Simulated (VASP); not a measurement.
Runs of VASP 6.6.1 on CaO (Lime). The structure is that of space group Fm-3m (No. 225), or close to it. The cells are those of the table. 

```csv
task,level,cell,cutoff (eV),gap on the mesh (eV),pressure (GPa),relaxed volume (Å³/atom)
single point,PBEsol,"a = 3.371 Å, angles 60.0°, 2 atoms",520,3.62,0.7,-
single point,PBE+D4,"a = 3.394 Å, angles 60.0°, 2 atoms",520,3.73,0.6,-
relaxation of cell and atoms,PBE+D4,"relaxed from a = 3.403 Å, angles 60.0°, 2 atoms",600,3.73,0.0,(a)
relaxation of cell and atoms,PBEsol,"relaxed from a = 3.403 Å, angles 60.0°, 2 atoms",600,3.62,0.0,13.61
```

Alike in all rows: potentials or basis VASP PAW PBE potentials, release 64 (Ca_sv, O); no spin polarisation; k mesh 7 × 7 × 7; smearing methfessel-paxton 0.05 eV.

Question: Fill in the values left out.

Answer: (a) 13.88.

Caveats: the PAW data sets were made with another functional, which shifts forces and pressure a little (some runs).

A k mesh can miss the band edges.
